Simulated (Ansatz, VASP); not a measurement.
# Two plane-wave programs on MgS

```
Mg S
1.0
     3.26282    0.00000    0.00000
     0.00000    3.26282    0.00000
     0.00000    0.00000    3.26282
Mg S
1 1
Direct
  0.00000 0.00000 0.00000
  0.50000 0.50000 0.50000
```

Alike in both runs: task single point; functional PBEsol; k mesh 4 × 4 × 4; occupations fermi-dirac, width 0.02 eV; no spin polarisation.

|  | VASP | Ansatz |
| --- | --- | --- |
| version | VASP 6.6.1 | Ansatz 0.2.0 |
| potentials or method | VASP PAW PBE potentials, release 64 (Mg, S) | plane waves |
| plane-wave cutoff (eV) | 600 | 420 |
| valence electrons in the cell | 8 | 16 |

```tsv
	VASP	Ansatz	Ansatz less VASP
pressure (GPa)	-1.4	-1.2	+0.19
```

VASP's potentials were made for PBE, not for PBEsol. The functional is the same, so the differences come from potentials, cutoffs and numerics. VASP's potentials hold 8 valence electrons a cell and Ansatz's 16, so a difference there can come from the potentials and not from the codes.

The k mesh is coarse, so the values compare programs but aren't converged.
